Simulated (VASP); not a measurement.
Wanted: the native input for a VASP 6.6.1 run.

| Property | Result |
| --- | --- |
| Task | single point |
| Functional | LDA |
| Potentials or basis | VASP PAW LDA potentials, release 64 (Cs_sv) |
| Cutoff | 520 eV |
| k mesh | 9 × 9 × 5 |
| Occupations | fermi-dirac, width 0.1 eV |
| Spin | no spin polarisation |
| Dipole correction | no |
| Further INCAR settings | ALGO = Normal; EDIFF = 1e-07; NBANDS = 16 |

The structure of Cs lies in POSCAR:

```
Cs
1.0
    4.7831996432      0.0000000000      0.0000000000
   -2.3915998216      4.1423724024      0.0000000000
    0.0000000000      0.0000000000      7.7487834220
Cs
2
Direct
    0.3333333333      0.6666666667      0.2500000000
    0.6666666667      0.3333333333      0.7500000000
```

This isn't the form of Cs at room conditions, which is bcc.

The input as run:

INCAR

```
SYSTEM = Cs
PREC     = Accurate       ! precision mode
ENCUT    = 520            ! plane-wave cutoff, eV
EDIFF    = 1E-7           ! SCF threshold, eV
ISMEAR   = -1             ! smearing method
SIGMA    = 0.1            ! smearing width, eV
LREAL    = .False.        ! projectors in reciprocal space
LASPH    = .True.         ! aspherical terms in the spheres
NELM     = 60             ! most SCF steps
ALGO     = Normal         ! electronic algorithm
ISIF     = 2              ! what is computed and relaxed
LWAVE    = .False.        ! write WAVECAR
LCHARG   = .False.        ! write CHGCAR
GGA      = CA             ! functional
NBANDS   = 16             ! bands
```

KPOINTS

```
Automatic mesh
0
Gamma
  9 9 5
  0 0 0
```

Potentials or basis: VASP PAW LDA potentials, release 64 (Cs_sv).

The run is started by

```sh
$ cat potpaw_LDA.64/Cs_sv/POTCAR > POTCAR
$ mpirun -np 1 vasp_std > vasp.out
```

Results of the run:

| Property | Result |
| --- | --- |
| Pressure | 0.7 GPa |
| Band gap on the k mesh | zero (bands 9 and 10 overlap by 1.65 eV) |

Caveat: spin-orbit coupling is left out, which moves the levels of the heavy elements.

It took 120 s on 1 thread of Intel Xeon 8259CL (shared host), peak memory 0.24 GiB.
